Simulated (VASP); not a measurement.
Input of a VASP 6.6.1 run:

The input INCAR:

```
SYSTEM = Ga
PREC = Accurate
ENCUT = 520
EDIFF = 1E-6
ISMEAR = -1
SIGMA = 0.1
LREAL = .FALSE.
LASPH = .TRUE.
NELM = 60
ALGO = Normal
ISIF = 2
LWAVE = .FALSE.
LCHARG = .FALSE.
NBANDS = 34
```

Contents of KPOINTS:

```
Automatic mesh
0
G
  8 8 7
  0 0 0
```

The input POSCAR:

```
Ga
1.0
    2.2178908173     -3.7419137528      0.0000000000
    2.2178908173      3.7419137528      0.0000000000
    0.0000000000      0.0000000000      4.4249628129
Ga
4
Direct
    0.8443628362      0.1556371638      0.0859373133
    0.6556371638      0.3443628362      0.5859373133
    0.1556371638      0.8443628362      0.9140626867
    0.3443628362      0.6556371638      0.4140626867
```

Potentials or basis: VASP PAW LDA potentials, release 64 (Ga_d).

Launch:

```console
$ cat potpaw_LDA.64/Ga_d/POTCAR > POTCAR
$ mpirun -np 1 vasp_std > vasp.out
```

Problem. Predict the pressure.

Solution. 0.2 GPa.

Problem. What does it give for the largest force?

Solution. 0.003 eV/Å.

Problem. What does it give for the band gap on the k mesh?

Solution. Zero (band 26 reaches 5.63 eV, above the bottom of band 27 at 4.58 eV).

Forces in eV/Å, atoms in the order of the input:
```
Ga   0.000 -0.003 -0.001
Ga   0.000  0.003 -0.001
Ga   0.000  0.003  0.001
Ga   0.000 -0.003  0.001
```
